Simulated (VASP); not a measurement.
AlRu:

```
CELL_PARAMETERS angstrom
2.93053 0.00000 0.00000
0.00000 2.93053 0.00000
0.00000 0.00000 2.93053
ATOMIC_POSITIONS crystal
Ru 0.50000 0.50000 0.50000
Al 0.00000 0.00000 0.00000
```

This cell differs from its parent crystal: volume scaled by 0.94.

Base run:

- Program: VASP 6.6.1
- Functional: LDA
- Potentials or basis: VASP PAW LDA potentials, release 64 (Ru_pv, Al)
- Cutoff: 520 eV
- k mesh: 9 × 9 × 9
- Occupations: fermi-dirac, width 0.05 eV
- Spin: no spin polarisation

Its results: pressure 6.4 GPa.

Question: The run is repeated on the same cell with these changes: functional from LDA to PBEsol; potentials or basis from VASP PAW LDA potentials, release 64 (Ru_pv, Al) to VASP PAW PBE potentials, release 64 (Ru_pv, Al). What comes out?

Answer: Pressure 11.4 GPa.

Caveats: the PAW data sets were made with another functional, which shifts forces and pressure a little (some runs).
